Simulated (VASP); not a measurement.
Wanted: the native input for a VASP 6.6.1 run.

```yaml
Task: single point
Functional: r2SCAN
Potentials_or_basis: VASP PAW PBE potentials, release 64 (Ga_d, N)
Cutoff: 520 eV
k_mesh: 8 × 8 × 8
Occupations: gaussian, width 0.01 eV
Spin: no spin polarisation
Dipole_correction: no
Further_INCAR_settings: ALGO = Normal; EDIFF = 1e-06; NBANDS = 16
```

Crystal: GaN.

```
Ga N
1.0
     0.00000    2.31206    2.31206
     2.31206    0.00000    2.31206
     2.31206    2.31206    0.00000
Ga N
1 1
Direct
  0.00000 0.00000 0.00000
  0.75000 0.75000 0.75000
```

The input as run:

POSCAR

```
GaN
1.0
    0.0000000000      2.3120595035      2.3120595035
    2.3120595035      0.0000000000      2.3120595035
    2.3120595035      2.3120595035      0.0000000000
Ga N
1 1
Direct
    0.0000000000      0.0000000000      0.0000000000
    0.7500000000      0.7500000000      0.7500000000
```

INCAR.step1

```
  ALGO = Normal
  EDIFF = 1E-4
  ENCUT = 520
  GGA = PE
  ISMEAR = 0
  LASPH = True
  LCHARG = False
  LREAL = False
  LWAVE = True
  NBANDS = 16
  NELM = 80
  PREC = Accurate
  SIGMA = 0.01
```

INCAR.step2

```
  ALGO = Normal
  EDIFF = 1E-6
  ENCUT = 520
  ISIF = 2
  ISMEAR = 0
  ISTART = 1
  LASPH = True
  LCHARG = True
  LELF = True
  LMIXTAU = True
  LREAL = False
  LVHAR = True
  LWAVE = False
  METAGGA = R2SCAN
  NBANDS = 16
  NELM = 80
  PREC = Accurate
  SIGMA = 0.01
```

KPOINTS

```
k-points
0
Gamma
  8 8 8
```

Potentials or basis: VASP PAW PBE potentials, release 64 (Ga_d, N).

Command:

```console
$ cat potpaw_PBE.64/Ga_d/POTCAR potpaw_PBE.64/N/POTCAR > POTCAR
$ cp INCAR.step1 INCAR
$ mpirun -np 1 vasp_std > vasp.out
$ cp INCAR.step2 INCAR
$ mpirun -np 1 vasp_std > vasp.out
```

It gave:

| Item | Value |
| --- | --- |
| Pressure | -12.7 GPa |
| Band gap on the k mesh | 1.61 eV, direct |

Caveat: the PAW data sets were made with another functional, which shifts forces and pressure a little.

It took 39 s on 1 thread of Intel Xeon 6455B, with other jobs on the host, peak memory 0.15 GiB.
